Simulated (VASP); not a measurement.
# As (R-3m) in VASP: notebook, part 2 of 2

VASP 6.6.1. Earlier steps stand in the parts before.

## 3. Single point, PBEsol

This run uses another cell than the first one, of 22.78 Å³/atom, 1.083 times its volume.

INCAR

```
SYSTEM = As
PREC = Accurate
ENCUT = 520
EDIFF = 1E-6
ISMEAR = 0
SIGMA = 0.1
LREAL = .FALSE.
LASPH = .TRUE.
NELM = 80
ALGO = Normal
ISIF = 2
LWAVE = .FALSE.
LCHARG = .FALSE.
GGA = PS
NBANDS = 42
```

KPOINTS

```
Automatic mesh
0
G
  3 3 3
  0 0 0
```

POSCAR

```
As
1.0
    4.1310902106      2.3850860451      4.6240701310
   -4.1310902106      2.3850860451      4.6240701310
    0.0000000000     -4.7701720902      4.6240701310
As
12
Direct
    0.0363784023      0.6538226503      0.0363784023
    0.0363784023      0.0363784023      0.6538226503
    0.6538226503      0.0363784023      0.0363784023
    0.9636215977      0.3461773497      0.9636215977
    0.3461773497      0.9636215977      0.9636215977
    0.9636215977      0.9636215977      0.3461773497
    0.2875045150      0.6038062618      0.2875045150
    0.2875045150      0.2875045150      0.6038062618
    0.6038062618      0.2875045150      0.2875045150
    0.7124954850      0.3961937382      0.7124954850
    0.3961937382      0.7124954850      0.7124954850
    0.7124954850      0.7124954850      0.3961937382
```

Potentials or basis: VASP PAW PBE potentials, release 64 (As).

The run is started by

```sh
> cat potpaw_PBE.64/As/POTCAR > POTCAR
> mpirun -np 1 vasp_std > vasp.out
```

OUTCAR:

```text
SYSTEM = As
   PREC = Accurate
   ENCUT = 520
   EDIFF = 1E-6
   ISMEAR = 0
   LREAL = .FALSE.
   LASPH = .TRUE.
   NELM = 80
   ISIF = 2
   GGA = PS

 ion  position               nearest neighbor table
   1  0.036  0.654  0.036-   4 2.38   7 2.54  11 2.86  12 2.86
   2  0.036  0.036  0.654-   6 2.38   8 2.54  10 2.86  11 2.86
   3  0.654  0.036  0.036-   5 2.38   9 2.54  10 2.86  12 2.86
   4  0.964  0.346  0.964-   1 2.38  10 2.54   9 2.86   8 2.86
   5  0.346  0.964  0.964-   3 2.38  11 2.54   7 2.86   8 2.86
   6  0.964  0.964  0.346-   2 2.38  12 2.54   9 2.86   7 2.86
   7  0.288  0.604  0.288-   1 2.54   8 2.61   9 2.61   5 2.86   6 2.86
   8  0.288  0.288  0.604-   2 2.54   7 2.61   9 2.61   4 2.86   5 2.86
   9  0.604  0.288  0.288-   3 2.54   8 2.61   7 2.61   4 2.86   6 2.86
  10  0.712  0.396  0.712-   4 2.54  12 2.61  11 2.61   3 2.86   2 2.86
  11  0.396  0.712  0.712-   5 2.54  12 2.61  10 2.61   1 2.86   2 2.86
  12  0.712  0.712  0.396-   6 2.54  10 2.61  11 2.61   3 2.86   1 2.86

  LATTYP: Found a trigonal (rhomboedric) cell.
 ALAT       =     6.6435356812
 COS(alpha) =     0.2266772094

  Lattice vectors:
[... 455 lines left out ...]
     41       7.9140      0.00000
     42       8.0602      0.00000

------------------------ aborting loop because EDIFF is reached ----------------------------------------

  FORCE on cell =-STRESS in cart. coord.  units (eV):
  Direction    XX          YY          ZZ          XY          YZ          ZX
  --------------------------------------------------------------------------------------
  -------------------------------------------------------------------------------------
  Total        0.3670508      0.3670508      0.7210047      0.0000000      0.0000000      0.0000000
  in kB        2.1512573      2.1512573      4.2257548      0.0000000      0.0000000      0.0000000
  external PRESSURE =       2.8427565 kB  Pullay stress =       0.0000000 kB

 VOLUME and BASIS-vectors are now :
 -----------------------------------------------------------------------------
  energy-cutoff  :      520.00
  volume of cell :      273.37
      direct lattice vectors                 reciprocal lattice vectors
     4.131090211  2.385086045  4.624070131     0.121033426  0.069878681  0.072086565
    -4.131090211  2.385086045  4.624070131    -0.121033426  0.069878681  0.072086565
     0.000000000 -4.770172090  4.624070131     0.000000000 -0.139757362  0.072086565

 POSITION                                       TOTAL-FORCE (eV/Angst)
 -----------------------------------------------------------------------------------
     -2.55072      1.47266      3.35975        -0.047706      0.027543      0.036215
      0.00000     -2.94532      3.35975         0.000000     -0.055086      0.036215
      2.55072      1.47266      3.35975         0.047706      0.027543      0.036215
      2.55072     -1.47266     10.51246         0.047706     -0.027543     -0.036215
     -2.55072     -1.47266     10.51246        -0.047706     -0.027543     -0.036215
      0.00000      2.94532     10.51246         0.000000      0.055086     -0.036215
     -1.30667      0.75441      5.45092        -0.007556      0.004362      0.025528
      0.00000     -1.50881      5.45092         0.000000     -0.008725      0.025528
      1.30667      0.75441      5.45092         0.007556      0.004362      0.025528
      1.30667     -0.75441      8.42129         0.007556     -0.004362     -0.025528
     -1.30667     -0.75441      8.42129        -0.007556     -0.004362     -0.025528
      0.00000      1.50881      8.42129         0.000000      0.008725     -0.025528
 -----------------------------------------------------------------------------------
    total drift:                               -0.000000     -0.000000      0.000000

  FREE ENERGIE OF THE ION-ELECTRON SYSTEM (eV)
  ---------------------------------------------------
  free  energy   TOTEN  =       -57.2123441797 eV

  energy  without entropy=      -57.1835545686  energy(sigma->0) =      -57.19794937
```

stdout:

```text
POSCAR found type information on POSCAR As
 POSCAR found :  1 types and      12 ions
 scaLAPACK will be used
 -----------------------------------------------------------------------------
|                                                                             |
|                                                                             |
|     You enforced a specific xc type in the INCAR file but a different       |
|     I HOPE YOU KNOW WHAT YOU ARE DOING!                                     |
|                                                                             |
 -----------------------------------------------------------------------------

 LDA part: xc-table for (Slater+PW92), standard interpolation
 POSCAR, INCAR and KPOINTS ok, starting setup
 FFT: planning ... GRIDC
 FFT: planning ... GRID_SOFT
 FFT: planning ... GRID
 WAVECAR not read
 entering main loop
```

It took 41 s on 1 thread of Intel Xeon 6975P-C (Granite Rapids), shared host; peak memory 0.34 GiB.

Results:

```
Free energy            : -57.2123 eV
Pressure               : 0.3 GPa
Largest force          : 0.066 eV/Å
Band gap on the k mesh : zero (band 30 reaches 4.51 eV, above the bottom of band 31 at 3.51 eV)
```

Forces in eV/Å, atoms in the order of the input:
```
As  -0.048  0.028  0.036
As   0.000 -0.055  0.036
As   0.048  0.028  0.036
As   0.048 -0.028 -0.036
As  -0.048 -0.028 -0.036
As   0.000  0.055 -0.036
As  -0.008  0.004  0.026
As   0.000 -0.009  0.026
As   0.008  0.004  0.026
As   0.008 -0.004 -0.026
As  -0.008 -0.004 -0.026
As   0.000  0.009 -0.026
```

Stress tensor (GPa, compression positive):
```
0.22 0.00 0.00
0.00 0.22 0.00
0.00 0.00 0.42
```

Caveat: the PAW data sets were made with another functional, which shifts forces and pressure a little.

## 4. Single point, PBEsol

This run uses another cell than the first one: it holds 2 atoms, not 12.

INCAR

```
  PREC = Accurate
  ENCUT = 520
  EDIFF = 1E-7
  ISMEAR = 0
  SIGMA = 0.1
  LREAL = F
  LASPH = T
  NELM = 60
  ALGO = Normal
  ISIF = 2
  LWAVE = F
  LCHARG = T
  GGA = PS
  LELF = T
  LVHAR = T
  NBANDS = 12
```

KPOINTS

```
regular mesh
0
Gamma
  6 6 6
```

POSCAR

```
As
1.0
    1.8797494575      1.0852738553      3.4857700000
   -1.8797494575      1.0852738553      3.4857700000
    0.0000000000     -2.1705477106      3.4857700000
As
2
Direct
    0.2275400000      0.2275400000      0.2275400000
    0.7724600000      0.7724600000      0.7724600000
```

The run is started by

```sh
> cat potpaw_PBE.64/As/POTCAR > POTCAR
> mpirun -np 1 vasp_std > vasp.out
```

It took 6.4 s on 1 thread of Intel Xeon 6975P-C (Granite Rapids), shared host; peak memory 0.17 GiB.

It converged, with:

- Free energy: -10.2472 eV
- Pressure: 0.4 GPa
- Largest force: 0.120 eV/Å
- Band gap on the k mesh: zero (band 5 reaches 5.45 eV, above the bottom of band 6 at 5.07 eV)

Forces in eV/Å, atoms in the order of the input:
```
As   0.000  0.000  0.120
As   0.000  0.000 -0.120
```

Stress tensor (GPa, compression positive):
```
 0.96  0.00  0.00
 0.00  0.96  0.00
 0.00  0.00 -0.75
```

Levels at points of the mesh, in eV from the Fermi level:
```tsv
k point	band 2	band 3	band 4	band 5	band 6	band 7	band 8	band 9
(0.00, 0.00, 0.00)	-5.78	-2.57	-2.02	-2.02	1.73	2.94	2.94	6.71
(0.50, 0.00, 0.00)	-11.18	-2.79	-2.76	-0.38	-0.38	0.20	1.21	8.90
(0.50, 0.50, 0.00)	-9.70	-6.14	-4.33	-4.18	1.41	5.48	6.77	7.34
(0.50, 0.50, 0.50)	-10.17	-1.74	-1.74	-0.63	0.66	0.66	1.76	7.99
```

Caveat: the PAW data sets were made with another functional, which shifts forces and pressure a little.

## 5. Overview

| cell | k mesh | gap on the mesh (eV) | pressure (GPa) | largest force (eV/Å) |
| --- | --- | --- | --- | --- |
| a = 7.200 Å, angles 58.1°, 12 atoms | 3 × 3 × 3 | none | 20.3 | 2.22 |
| a = 6.644 Å, angles 76.9°, 12 atoms | 3 × 3 × 3 | none | 0.3 | 0.07 |
| a = 4.106 Å, angles 54.5°, 2 atoms | 6 × 6 × 6 | none | 0.4 | 0.12 |

Alike in all rows: task single point; level PBEsol; potentials or basis VASP PAW PBE potentials, release 64 (As); no spin polarisation; cutoff (eV) 520; smearing gaussian 0.1 eV.

Caveats: some runs use coarse meshes; the PAW data sets were made with another functional, which shifts forces and pressure a little.

Total energies depend on the potentials used, so only differences within one code and one set of settings carry meaning.
